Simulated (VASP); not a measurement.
# As (Cmce) in VASP: a series of runs

As is run at these levels: PBE; tasks: electric field gradients, density of states.

All numbers are computed with VASP 6.6.1; they aren't measurements. Logs are shortened: lines on timing, memory, paths and dates and some standing lists are left out, and cuts for length are marked.

### 1 The cell of the first run

The structure is orthorhombic, space group Cmce (No. 64). Conventional cell: a = 3.650 Å, b = 11.000 Å, c = 4.470 Å, α = 90.00°, β = 90.00°, γ = 90.00°. As (site symmetry m) has 3 As at 2.48 to 2.49 Å within 3.3 Å.

### 2 Electric field gradients, PBE

INCAR reads:

```
PREC     = Accurate       # precision mode
ENCUT    = 520            # plane-wave cutoff, eV
EDIFF    = 1E-8           # SCF threshold, eV
ISMEAR   = -1             # smearing method
SIGMA    = 0.05           # smearing width, eV
LREAL    = False          # projectors in reciprocal space
LASPH    = True           # aspherical terms in the spheres
NELM     = 60             # most SCF steps
ALGO     = Normal         # electronic algorithm
ISIF     = 2              # what is computed and relaxed
LWAVE    = False          # write WAVECAR
LCHARG   = False          # write CHGCAR
GGA      = PE             # functional
LEFG     = True         
NBANDS   = 18             # bands
```

KPOINTS reads:

```
Automatic mesh
0
Gamma
  12 12 9
```

POSCAR reads:

```
As
1.0
    1.8250000000     -5.5000000000      0.0000000000
    1.8250000000      5.5000000000      0.0000000000
    0.0000000000      0.0000000000      4.4700000000
As
4
Direct
    0.1100000000      0.8900000000      0.9400000000
    0.6100000000      0.3900000000      0.5600000000
    0.8900000000      0.1100000000      0.0600000000
    0.3900000000      0.6100000000      0.4400000000
```

Potentials or basis: VASP PAW PBE potentials, release 64 (As).

On the command line:

```bash
cat potpaw_PBE.64/As/POTCAR > POTCAR
mpirun -np 1 vasp_std > vasp.out
```

OUTCAR:

```text
PREC = Accurate
   ENCUT = 520
   EDIFF = 1E-8
   ISMEAR = -1
   LREAL = False
   LASPH = True
   NELM = 60
   ISIF = 2
   GGA = PE

 ion  position               nearest neighbor table
   1  0.110  0.890  0.940-   3 2.48   2 2.49   2 2.49
   2  0.610  0.390  0.560-   4 2.48   1 2.49   1 2.49
   3  0.890  0.110  0.060-   1 2.48   4 2.49   4 2.49
   4  0.390  0.610  0.440-   2 2.48   3 2.49   3 2.49

  LATTYP: Found a base centered orthorhombic cell.
 ALAT       =     3.6500000000
 B/A-ratio  =     3.0136986301
 C/A-ratio  =     1.2246575342

  Lattice vectors:

 A1 = (   1.8250000000,  -5.5000000000,   0.0000000000)
 A2 = (   1.8250000000,   5.5000000000,   0.0000000000)
 A3 = (   0.0000000000,   0.0000000000,   4.4700000000)

Analysis of symmetry for initial positions (statically):
=====================================================================
 Subroutine PRICEL returns:
 Original cell was already a primitive cell.

 Routine SETGRP: Setting up the symmetry group for a
 base centered orthorhombic supercell.

 Subroutine GETGRP returns: Found  8 space group operations
 (whereof  4 operations were pure point group operations)
 out of a pool of  8 trial point group operations.

The static configuration has the point symmetry C_2h.
 The point group associated with its full space group is D_2h.

Analysis of symmetry for dynamics (positions and initial velocities):
=====================================================================
 Subroutine PRICEL returns:
 Original cell was already a primitive cell.

 Routine SETGRP: Setting up the symmetry group for a
 base centered orthorhombic supercell.

 Subroutine GETGRP returns: Found  8 space group operations
 (whereof  4 operations were pure point group operations)
 out of a pool of  8 trial point group operations.

The dynamic configuration has the point symmetry C_2h.
 The point group associated with its full space group is D_2h.

 Subroutine INISYM returns: Found  8 space group operations
 (whereof  4 operations are pure point group operations),
 and found     1 'primitive' translations

----------------------------------------------------------------------------------------

                                     Primitive cell

  volume of cell :      89.7353

[... 135 lines left out ...]
  ---------------------------------------------------
  free energy    TOTEN  =       -18.54546380 eV

  energy without entropy =      -18.54379010  energy(sigma->0) =      -18.54462695

 E-fermi :   4.8115     XC(G=0):  -9.7540

 val. band max:        4.7934834260   @ k =   0.5000   0.5000   0.3333
 cond. band min:       4.8594377466   @ k =   0.5000   0.4167   0.0000
 fundamental gap:      0.0659543206
 Fermi energy:         4.8114561732

 k-point     1 :       0.0000    0.0000    0.0000
  band No.  band energies     occupation
      1      -9.9723      2.00000
      2      -7.2026      2.00000
      3      -4.5770      2.00000
      4      -1.2393      2.00000
      5      -1.1991      2.00000
      6       0.5073      2.00000
[... 481 lines left out ...]
      5       0.0767      2.00000
      6       0.7051      2.00000
[... 10 lines left out ...]
     17      10.8275      0.00000
     18      11.6207      0.00000

 [... further k-points ...]
[... 5 lines left out ...]
  --------------------------------------------------------------------------------------
  -------------------------------------------------------------------------------------
  Total        2.3400074      1.7708951      1.4450469      0.0000000      0.0000000      0.0000000
  in kB       41.7796439     31.6184334     25.8005794      0.0000000      0.0000000      0.0000000
  external PRESSURE =      33.0662189 kB  Pullay stress =       0.0000000 kB

 VOLUME and BASIS-vectors are now :
 -----------------------------------------------------------------------------
  energy-cutoff  :      520.00
  volume of cell :       89.74
      direct lattice vectors                 reciprocal lattice vectors
     1.825000000 -5.500000000  0.000000000     0.273972603 -0.090909091  0.000000000
     1.825000000  5.500000000  0.000000000     0.273972603  0.090909091  0.000000000
     0.000000000  0.000000000  4.470000000     0.000000000  0.000000000  0.223713647

 POSITION                                       TOTAL-FORCE (eV/Angst)
 -----------------------------------------------------------------------------------
      1.82500      4.29000      4.20180         0.000000     -0.159158     -0.006485
      1.82500     -1.21000      2.50320         0.000000     -0.159158      0.006485
      1.82500     -4.29000      0.26820         0.000000      0.159158      0.006485
      1.82500      1.21000      1.96680         0.000000      0.159158     -0.006485
 -----------------------------------------------------------------------------------
    total drift:                                0.000000      0.000000     -0.000000

  FREE ENERGIE OF THE ION-ELECTRON SYSTEM (eV)
  ---------------------------------------------------
  free  energy   TOTEN  =       -18.5454637956 eV

  energy  without entropy=      -18.5437900983  energy(sigma->0) =      -18.54462695

 Electric field gradients (V/A^2)
---------------------------------------------------------------------
 ion       V_xx      V_yy      V_zz      V_xy      V_xz      V_yz
---------------------------------------------------------------------
   1      44.314   -42.282    -2.032     0.000     0.000    69.303
   2      44.314   -42.282    -2.032     0.000    -0.000   -69.303
   3      44.314   -42.282    -2.032     0.000     0.000    69.303
   4      44.314   -42.282    -2.032     0.000     0.000   -69.303
---------------------------------------------------------------------

 Electric field gradients after diagonalization (V/A^2)
 (convention: |V_zz| > |V_xx| > |V_yy|)
----------------------------------------------------------------------
 ion       V_xx      V_yy      V_zz     asymmetry (V_yy - V_xx)/ V_zz
----------------------------------------------------------------------
   1      50.009    44.314   -94.323       0.060
   2      50.009    44.314   -94.323       0.060
   3      50.009    44.314   -94.323       0.060
   4      50.009    44.314   -94.323       0.060
----------------------------------------------------------------------

           NMR quadrupolar parameters

 Cq : quadrupolar parameter    Cq=e*Q*V_zz/h
 eta: asymmetry parameters     (V_yy - V_xx)/ V_zz
 Q  : nuclear electric quadrupole moment in mb (millibarn)
----------------------------------------------------------------------
 ion       Cq(MHz)       eta       Q (mb)
----------------------------------------------------------------------
   1      -0.228       0.060       1.000
   2      -0.228       0.060       1.000
   3      -0.228       0.060       1.000
   4      -0.228       0.060       1.000
----------------------------------------------------------------------
```

Run time: 7.6 min. Hardware: 1 thread of Intel Xeon Platinum 8488C (Sapphire Rapids), shared host; peak memory 0.46 GiB.

Results:

```yaml
Free_energy: -18.5455 eV
Pressure: 3.3 GPa
Largest_force: 0.159 eV/Å
Band_gap_on_the_k_mesh: zero (band 10 reaches 4.86 eV, above the bottom of band 11 at 4.73 eV)
```

Forces in eV/Å, atoms in the order of the input:
```
As   0.000 -0.159 -0.006
As   0.000 -0.159  0.006
As   0.000  0.159  0.006
As   0.000  0.159 -0.006
```

Stress tensor (GPa, compression positive):
```
4.18 0.00 0.00
0.00 3.16 0.00
0.00 0.00 2.58
```

Electric field gradients, principal values (V/Å²):
| atom | least | middle | greatest (by size) |
| --- | --- | --- | --- |
| 1 As | 44.314 | 50.009 | -94.323 |
| 2 As | 44.314 | 50.009 | -94.323 |
| 3 As | 44.314 | 50.009 | -94.323 |
| 4 As | 44.314 | 50.009 | -94.323 |

Caveat: without QUAD_EFG the Cq values of the log hold for a quadrupole moment of 1 mb, not for the nuclei.

### 3 Density of states, PBE

POSCAR is that of step 2.

INCAR.step1 reads:

```
ALGO     = Normal         # electronic algorithm
EDIFF    = 1E-7           # SCF threshold, eV
ENCUT    = 520            # plane-wave cutoff, eV
GGA      = PE             # functional
ISIF     = 2              # what is computed and relaxed
ISMEAR   = -1             # smearing method
LASPH    = T              # aspherical terms in the spheres
LCHARG   = T              # write CHGCAR
LREAL    = F              # projectors in reciprocal space
LWAVE    = F              # write WAVECAR
NBANDS   = 18             # bands
NELM     = 100            # most SCF steps
PREC     = Accurate       # precision mode
SIGMA    = 0.05           # smearing width, eV
```

KPOINTS.step1 reads:

```
k-points
0
Gamma
  12 12 9
```

INCAR.step2 reads:

```
ALGO     = Normal         # electronic algorithm
EDIFF    = 1E-7           # SCF threshold, eV
ENCUT    = 520            # plane-wave cutoff, eV
GGA      = PE             # functional
ICHARG   = 11             # starting density
ISIF     = 2              # what is computed and relaxed
ISMEAR   = -5             # smearing method
LASPH    = T              # aspherical terms in the spheres
LCHARG   = F              # write CHGCAR
LORBIT   = 10             # projections on sites
LREAL    = F              # projectors in reciprocal space
LWAVE    = F              # write WAVECAR
NBANDS   = 18             # bands
NEDOS    = 2001           # points of the DOS
NELM     = 100            # most SCF steps
PREC     = Accurate       # precision mode
SIGMA    = 0.05           # smearing width, eV
```

KPOINTS.step2 reads:

```
k-points
0
Gamma
  18 18 14
```

Potentials or basis: VASP PAW PBE potentials, release 64 (As).

On the command line:

```bash
cat potpaw_PBE.64/As/POTCAR > POTCAR
cp INCAR.step1 INCAR
cp KPOINTS.step1 KPOINTS
mpirun -np 1 vasp_std > vasp.out
cp INCAR.step2 INCAR
cp KPOINTS.step2 KPOINTS
mpirun -np 1 vasp_std > vasp.out
```

It took 16 min on 1 thread of Intel Xeon Platinum 8488C (Sapphire Rapids), shared host; peak memory 0.95 GiB.

The run converged. Its results:

| Property | Result |
| --- | --- |
| Valence electrons inside the program's atomic spheres | As 2.72 |

Levels at points of the mesh, in eV from the Fermi level:
```
           k point  band 7  band 8  band 9  band 10  band 11  band 12  band 13  band 14
(0.00, 0.00, 0.00)   -3.01   -2.22   -1.85    -1.04     1.98     2.06     2.53     3.41
(0.50, 0.00, 0.00)   -2.50   -2.50   -2.34    -2.34     0.88     0.88     1.07     1.07
(0.50, 0.50, 0.00)   -3.37   -1.65   -1.25    -0.31     0.14     1.98     2.42     3.04
(0.00, 0.00, 0.50)   -1.96   -1.96   -0.58    -0.58     1.06     1.06     2.10     2.10
(0.50, 0.00, 0.50)   -4.62   -4.62   -1.81    -1.81     2.02     2.02     4.64     4.64
(0.50, 0.50, 0.50)   -1.88   -1.88   -1.08    -1.08     1.50     1.50     1.80     1.80
```

Caveat: tetrahedron occupations give inexact forces and stress in metals.
